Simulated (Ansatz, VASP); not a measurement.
## SbP3S4: VASP beside Ansatz

```
Sb P S
1.0
     6.30124    0.00000    0.00000
     0.00000    6.30124    0.00000
     0.00000    0.00000    6.30124
Sb P S
1 3 4
Direct
  0.00000 0.00000 0.00000
  0.50000 0.00000 0.00000
  0.00000 0.50000 0.00000
  0.00000 0.00000 0.50000
  0.23073 0.23073 0.23073
  0.23073 0.76927 0.76927
  0.76927 0.76927 0.23073
  0.76927 0.23073 0.76927
```

Alike in both runs: functional PBE; k mesh 4 × 4 × 4; occupations gaussian, width 0.1 eV; no spin polarisation.

Ansatz relaxed the structure, and its values are those at the end. VASP's run is a single point on that final structure, the one shown.

|  | VASP | Ansatz |
| --- | --- | --- |
| version | VASP 6.6.1 | Ansatz 0.2.0 |
| potentials or method | VASP PAW PBE potentials, release 64 (Sb, P, S), cutoff 520 eV | scalar-relativistic, plane waves, PAW |
| valence electrons in the cell | 44 | 54 |

|  | VASP | Ansatz | Ansatz less VASP |
| --- | --- | --- | --- |
| gap on the k mesh at the Fermi level (eV) | none | none | - |
| pressure (GPa) | 0.3 | 0.4 | +0.06 |
| rms of the force components (eV/Å) | 0.020 | 0.025 | +0.0056 |

A gap of «none» marks a metal or a gap that the smearing closes. The functional is the same, so the differences come from potentials, cutoffs and numerics. VASP's potentials hold 44 valence electrons a cell and Ansatz's 54, so a difference there can come from the potentials and not from the codes.

Spin-orbit coupling is off throughout.
